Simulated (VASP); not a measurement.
Here is a VASP 6.6.1 calculation.

The input INCAR:

```
PREC = Accurate
ENCUT = 520
EDIFF = 1E-7
ISMEAR = -1
SIGMA = 0.05
LREAL = F
LASPH = T
NELM = 100
ALGO = Normal
ISIF = 2
LWAVE = F
LCHARG = T
GGA = CA
LELF = T
LVHAR = T
NBANDS = 16
```

File KPOINTS:

```
Automatic mesh
0
Gamma
  9 9 6
```

Contents of POSCAR:

```
MgO
1.0
    3.3296934990      0.0000000000      0.0000000000
   -1.6648467495      2.8835991569      0.0000000000
    0.0000000000      0.0000000000      5.0158818481
Mg O
2 2
Direct
    0.6666666667      0.3333333333      0.5021597400
    0.3333333333      0.6666666667      0.0021597400
    0.6666666667      0.3333333333      0.9024402600
    0.3333333333      0.6666666667      0.4024402600
```

Potentials or basis: VASP PAW LDA potentials, release 64 (Mg, O).

The run is started by

```console
$ cat potpaw_LDA.64/Mg/POTCAR potpaw_LDA.64/O/POTCAR > POTCAR
$ mpirun -np 1 vasp_std > vasp.out
```

Q: What does it give for the pressure?

A: -7.6 GPa.

Q: Predict the band gap on the k mesh.

A: 3.25 eV, direct.

Q: Predict the largest force.

A: 0.068 eV/Å.

Forces on the atoms (eV/Å):
```
Mg   0.000  0.000  0.068
Mg   0.000  0.000  0.068
O    0.000  0.000 -0.068
O    0.000  0.000 -0.068
```

 A k mesh can miss the band edges.
